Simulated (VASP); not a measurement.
# KSi2 (Cmcm) in VASP: single point with PBE

Aim: the single point of KSi2 with PBE.

All numbers are computed with VASP 6.6.1; they aren't measurements. Logs are shortened: lines on timing, memory, paths and dates and some standing lists are left out, and cuts for length are marked.

**1. The cell of the first run**

Symmetry: Cmcm, No. 63, orthorhombic system. Conventional cell: a = 3.196 Å, b = 24.235 Å, c = 3.792 Å, α = 90.00°, β = 90.00°, γ = 90.00°. Within 4.2 Å of K (site symmetry m2m) lie 4 K at 3.20 to 3.79 Å and 10 Si at 3.35 to 3.94 Å. Within 3.2 Å of Si (site symmetry m2m) lie 4 Si at 2.32 to 3.20 Å. Si (site symmetry m2m) has 6 Si at 2.50 to 3.20 Å within 3.3 Å.

**2. Single point, PBE**

Contents of INCAR:

```
PREC = Accurate ; ENCUT = 520
EDIFF = 1E-7 ; ISMEAR = 0
SIGMA = 0.1 ; LREAL = F
LASPH = T ; NELM = 60
ALGO = Normal ; ISIF = 2
LWAVE = F ; LCHARG = T
GGA = PE ; LELF = T
LVHAR = T ; NBANDS = 26
```

Contents of KPOINTS:

```
regular mesh
0
Gamma
  4 4 4
```

Contents of POSCAR:

```
KSi2
1.0
    1.5980227991    -12.1175391849      0.0000000000
    1.5980227991     12.1175391849      0.0000000000
    0.0000000000      0.0000000000      3.7915718651
K Si
2 4
Direct
    0.8790641559      0.1209358441      0.7500000000
    0.1209358441      0.8790641559      0.2500000000
    0.5276849054      0.4723150946      0.7500000000
    0.4723150946      0.5276849054      0.2500000000
    0.2434270605      0.7565729395      0.7500000000
    0.7565729395      0.2434270605      0.2500000000
```

Potentials or basis: VASP PAW PBE potentials, release 64 (K_sv, Si).

On the command line:

```
cat potpaw_PBE.64/K_sv/POTCAR potpaw_PBE.64/Si/POTCAR > POTCAR
mpirun -np 1 vasp_std > vasp.out
```

OUTCAR:

```text
PREC = Accurate
   ENCUT = 520
   EDIFF = 1E-7
   ISMEAR = 0
   LREAL = F
   LASPH = T
   NELM = 60
   ISIF = 2
   GGA = PE

 ion  position               nearest neighbor table
   1  0.879  0.121  0.750-   4 3.35   4 3.35   4 3.35   4 3.35
   2  0.121  0.879  0.250-   3 3.35   3 3.35   3 3.35   3 3.35
   3  0.528  0.472  0.750-   4 2.32   4 2.32   2 3.35   2 3.35   2 3.35   2 3.35
   4  0.472  0.528  0.250-   3 2.32   3 2.32   1 3.35   1 3.35   1 3.35   1 3.35
   5  0.243  0.757  0.750-   6 2.50   6 2.50   6 2.50   6 2.50
   6  0.757  0.243  0.250-   5 2.50   5 2.50   5 2.50   5 2.50

  LATTYP: Found a base centered orthorhombic cell.
 ALAT       =     3.1960455982
 B/A-ratio  =     7.5828324801
 C/A-ratio  =     1.1863322186

  Lattice vectors:

 A1 = (   1.5980227991, -12.1175391849,   0.0000000000)
 A2 = (   1.5980227991,  12.1175391849,   0.0000000000)
 A3 = (   0.0000000000,   0.0000000000,   3.7915718651)

Analysis of symmetry for initial positions (statically):
=====================================================================
 Subroutine PRICEL returns:
 Original cell was already a primitive cell.

 Routine SETGRP: Setting up the symmetry group for a
 base centered orthorhombic supercell.

 Subroutine GETGRP returns: Found  8 space group operations
 (whereof  4 operations were pure point group operations)
 out of a pool of  8 trial point group operations.

The static configuration has the point symmetry C_2h.
 The point group associated with its full space group is D_2h.

Analysis of symmetry for dynamics (positions and initial velocities):
=====================================================================
 Subroutine PRICEL returns:
 Original cell was already a primitive cell.

 Routine SETGRP: Setting up the symmetry group for a
 base centered orthorhombic supercell.

 Subroutine GETGRP returns: Found  8 space group operations
 (whereof  4 operations were pure point group operations)
 out of a pool of  8 trial point group operations.

The dynamic configuration has the point symmetry C_2h.
 The point group associated with its full space group is D_2h.

 Subroutine INISYM returns: Found  8 space group operations
 (whereof  4 operations are pure point group operations),
 and found     1 'primitive' translations

[... 98 lines left out ...]
   EDIFF  = 0.1E-06   stopping-criterion for ELM
   LREAL  =      F    real-space projection
   EDIFFG = 0.1E-05   stopping-criterion for IOM
   NSW    =      0    number of steps for IOM
   IBRION =     -1    ionic relax: 0-MD 1-quasi-New 2-CG
   NFREE  =      0    steps in history (QN), initial steepest desc. (CG)
   ISIF   =      2    stress and relaxation
   ISYM   =      2    0-nonsym 1-usesym 2-fastsym
   POTIM  = 0.5000    time-step for ionic-motion
   TEBEG  =    0.0;   TEEND  =   0.0 temperature during run
   PSTRESS=    0.0 pullay stress
   NELECT =      34.0000    total number of electrons
   NUPDOWN=      -1.0000    fix difference up-down
   EMIN   =  10.00;   EMAX   =-10.00  energy-range for DOS
   EFERMI =   0.00;   METHOD = LEGACY
   ISMEAR =     0;   SIGMA  =   0.10  broadening in eV -4-tet -1-fermi 0-gaus
   EFERMI_NEDOS =   21; number of points for ismear=-14 and -15
   IALGO  =     38    algorithm
   IMIX   =      4    mixing-type and parameters
     AMIX     =   0.40;   BMIX     =  1.00
     AMIX_MAG =   1.60;   BMIX_MAG =  1.00
  volume/ion in A,a.u.               =      24.47       165.16
  Fermi-wavevector in a.u.,A,eV,Ry     =   1.005277  1.899697 13.749790  1.010581
  Thomas-Fermi vector in A             =   2.137946
   LORBIT       =      0    0 simple, 1 ext, 2 COOP (PROOUT), +10 PAW based schemes
   GGA     = PE    functional components
   LHFCALC =     F    Hartree Fock is set to
   AEXX    =    0.0000 exact exchange contribution
   IVDW    =     0    specifies the selected vdW correction
   LEPSILON=     F    determine dielectric tensor
   LRPA    =     F    only Hartree local field effects (RPA)
 non-spin polarized calculation
 Gauss-broadening in eV      SIGMA  =   0.10
  energy-cutoff  :      520.00
  volume of cell :      146.84
 maximum number of plane-waves:      3988
 NGX is ok and might be reduce to    96
   NGX = 45   NGY = 45   NGZ = 15

 number of electron      34.0000002 magnetization

 Free energy of the ion-electron system (eV)
  ---------------------------------------------------
  ext. energy  EPLUGINS =         0.00000000
  ---------------------------------------------------
  free energy    TOTEN  =       -22.25032523 eV

  energy without entropy =      -22.24925355  energy(sigma->0) =      -22.24978939

 E-fermi :   3.8105     XC(G=0):  -8.8339

 val. band max:        3.6423307887   @ k =   0.2500   0.2500   0.2500
 cond. band min:       3.9694578928   @ k =   0.2500   0.0000   0.0000
 fundamental gap:      0.3271271041
 Fermi energy:         3.8104717271

 k-point     1 :       0.0000    0.0000    0.0000
  band No.  band energies     occupation
      1     -27.2146      2.00000
      2     -27.2145      2.00000
      3     -10.7582      2.00000
      4     -10.7079      2.00000
      5     -10.5711      2.00000
      6     -10.5706      2.00000
[... 598 lines left out ...]
     25       8.8025      0.00000
     26       8.8025      0.00000

------------------------ aborting loop because EDIFF is reached ----------------------------------------

  FORCE on cell =-STRESS in cart. coord.  units (eV):
  Direction    XX          YY          ZZ          XY          YZ          ZX
  --------------------------------------------------------------------------------------
  -------------------------------------------------------------------------------------
  Total        0.0573280      0.1878682      0.0544700      0.0000000      0.0000000      0.0000000
  in kB        0.6255052      2.0498266      0.5943215      0.0000000      0.0000000      0.0000000
  external PRESSURE =       1.0898844 kB  Pullay stress =       0.0000000 kB

 VOLUME and BASIS-vectors are now :
 -----------------------------------------------------------------------------
  energy-cutoff  :      520.00
  volume of cell :      146.84
      direct lattice vectors                 reciprocal lattice vectors
     1.598022799-12.117539185  0.000000000     0.312886650 -0.041262503  0.000000000
     1.598022799 12.117539185  0.000000000     0.312886650  0.041262503  0.000000000
     0.000000000  0.000000000  3.791571865     0.000000000  0.000000000  0.263742858

 POSITION                                       TOTAL-FORCE (eV/Angst)
 -----------------------------------------------------------------------------------
      1.59802     -9.18665      2.84368         0.000000      0.006574     -0.000000
      1.59802      9.18665      0.94789         0.000000     -0.006574      0.000000
      1.59802     -0.67095      2.84368         0.000000      0.035103      0.000000
      1.59802      0.67095      0.94789         0.000000     -0.035103      0.000000
      1.59802      6.21807      2.84368         0.000000      0.007399     -0.000000
      1.59802     -6.21807      0.94789         0.000000     -0.007399      0.000000
 -----------------------------------------------------------------------------------
    total drift:                               -0.000000     -0.000000     -0.000000

  FREE ENERGIE OF THE ION-ELECTRON SYSTEM (eV)
  ---------------------------------------------------
  free  energy   TOTEN  =       -22.2503252303 eV

  energy  without entropy=      -22.2492535486  energy(sigma->0) =      -22.24978939
```

OSZICAR:

```text
N       E                     dE             d eps       ncg     rms          rms(c)
DAV:   1     0.170998458050E+03    0.17100E+03   -0.14651E+04  1092   0.113E+03
DAV:   2    -0.993273689914E+01   -0.18093E+03   -0.17384E+03  1304   0.276E+02
DAV:   3    -0.223155051716E+02   -0.12383E+02   -0.12226E+02  1760   0.567E+01
DAV:   4    -0.228130939846E+02   -0.49759E+00   -0.49603E+00  1536   0.995E+00
DAV:   5    -0.228319489635E+02   -0.18855E-01   -0.18853E-01  1562   0.147E+00    0.735E+00
DAV:   6    -0.223801354548E+02    0.45181E+00   -0.93272E-01  1320   0.289E+00    0.498E+00
DAV:   7    -0.222437342840E+02    0.13640E+00   -0.60250E-01  1392   0.271E+00    0.202E+00
DAV:   8    -0.222535480073E+02   -0.98137E-02   -0.96910E-02  1866   0.120E+00    0.550E-01
DAV:   9    -0.222499690739E+02    0.35789E-02   -0.17025E-02  1364   0.533E-01    0.184E-01
DAV:  10    -0.222502758017E+02   -0.30673E-03   -0.19749E-03  1568   0.191E-01    0.709E-02
DAV:  11    -0.222503012831E+02   -0.25481E-04   -0.67845E-05  1586   0.392E-02    0.367E-02
DAV:  12    -0.222503249296E+02   -0.23646E-04   -0.51876E-05  1264   0.349E-02    0.888E-03
DAV:  13    -0.222503250622E+02   -0.13262E-06   -0.32620E-06  1516   0.800E-03    0.394E-03
DAV:  14    -0.222503252000E+02   -0.13778E-06   -0.76581E-07  1206   0.387E-03    0.103E-03
DAV:  15    -0.222503252303E+02   -0.30340E-07   -0.79961E-08  1020   0.142E-03
   1 F= -.22250325E+02 E0= -.22249789E+02  d E =-.107168E-02
```

stdout:

```text
POSCAR found type information on POSCAR K Si
 POSCAR found :  2 types and       6 ions
 scaLAPACK will be used
 LDA part: xc-table for (Slater+PW92), standard interpolation
 POSCAR, INCAR and KPOINTS ok, starting setup
 FFT: planning ... GRIDC
 FFT: planning ... GRID_SOFT
 FFT: planning ... GRID
 WAVECAR not read
 entering main loop
```

Run time: 7.7 min. Hardware: 1 thread of Intel Xeon 8259CL, shared host; peak memory 0.53 GiB.

What came out:

```
Free energy            : -22.2503 eV
Pressure               : 0.1 GPa
Largest force          : 0.035 eV/Å
Band gap on the k mesh : zero (bands 17 and 18 overlap by 3.60 eV)
```

Forces on the atoms (eV/Å):
```
K    0.000  0.007  0.000
K    0.000 -0.007  0.000
Si   0.000  0.035  0.000
Si   0.000 -0.035  0.000
Si   0.000  0.007  0.000
Si   0.000 -0.007  0.000
```

Stress tensor (GPa, compression positive):
```
0.06 0.00 0.00
0.00 0.20 0.00
0.00 0.00 0.06
```

Caveat: the k points lie up to 0.50 Å⁻¹ apart, too coarse for converged energies and pressures of a metal.

The gap in the log of VASP goes by the Fermi energy; the results here count the filled bands.